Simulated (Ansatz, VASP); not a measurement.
Two plane-wave programs on WC

The input INCAR:

```
SYSTEM = WC
  PREC = Accurate
  ENCUT = 520
  EDIFF = 1E-7
  ISMEAR = 0
  SIGMA = 0.15
  LREAL = .False.
  LASPH = .True.
  NELM = 80
  ALGO = Normal
  ISIF = 2
  LWAVE = .False.
  LCHARG = .True.
  GGA = PS
  LELF = .True.
  LVHAR = .True.
  NBANDS = 16
```

The input KPOINTS:

```
Automatic mesh
0
Gamma
  24 24 22
  0 0 0
```

The input POSCAR:

```
WC
1.0
    2.8984136663      0.0000000000      0.0000000000
   -1.4492068332      2.4598978684      0.0000000000
    0.0000000000      0.0000000000      2.8276119040
W C
1 1
Direct
    0.0000000000      0.0000000000      0.0000000000
    0.6666666667      0.3333333333      0.5000000000
```

Input for Ansatz:

```yaml
crystal:
  lattice:
    - [2.8984136663, 0.0, 0.0]
    - [-1.4492068332, 2.4598978684, 0.0]
    - [0.0, 0.0, 2.827611904]
  atoms:
    - { symbol: W, position: [0.0, 0.0, 0.0] }
    - { symbol: C, position: [0.6666666667, 0.3333333333, 0.5] }
basis:
  ecutwfc: 420
kpoints:
  mp_grid: { grid: [24, 24, 22] }
hamiltonian:
  xc: pbesol
scf:
  occupations: { method: gaussian, width: 0.15 }
output:
  forces: true
  stress: true
  eigenvalues: true
```

Change from the starting cell: strain -0.0200 x Voigt [0, 1, 0, 0, 0, 0], atoms carried along.

Alike in both runs: task single point; functional PBEsol; k mesh 24 × 24 × 22; occupations gaussian, width 0.15 eV; no spin polarisation.

|  | VASP | Ansatz |
| --- | --- | --- |
| version | VASP 6.6.1 | Ansatz 0.2.0 |
| potentials or method | VASP PAW PBE potentials, release 64 (W_sv, C), cutoff 520 eV | scalar-relativistic, plane waves, PAW |
| valence electrons in the cell | 18 | 18 |

Ansatz gave:

```
gap on the k mesh at the Fermi level (eV)                     : none
pressure (GPa)                                                : 8.4
traceless stress, the component that is largest in VASP (GPa) : 7.79
rms of the force components (eV/Å)                            : 0.077
```

Question: Estimate VASP's values.

Answer: gap on the k mesh at the Fermi level (eV): none; pressure (GPa): 9.8; traceless stress, the component that is largest in VASP (GPa): 7.71; rms of the force components (eV/Å): 0.078.

VASP's potentials were made for PBE, not for PBEsol. Atom by atom the forces differ by 0.002 eV/Å (rms over components). A gap of «none» marks a metal or a gap that the smearing closes. With one functional, cell and mesh, what is left measures potentials, basis and numerics.

Neither program's run includes spin-orbit coupling.
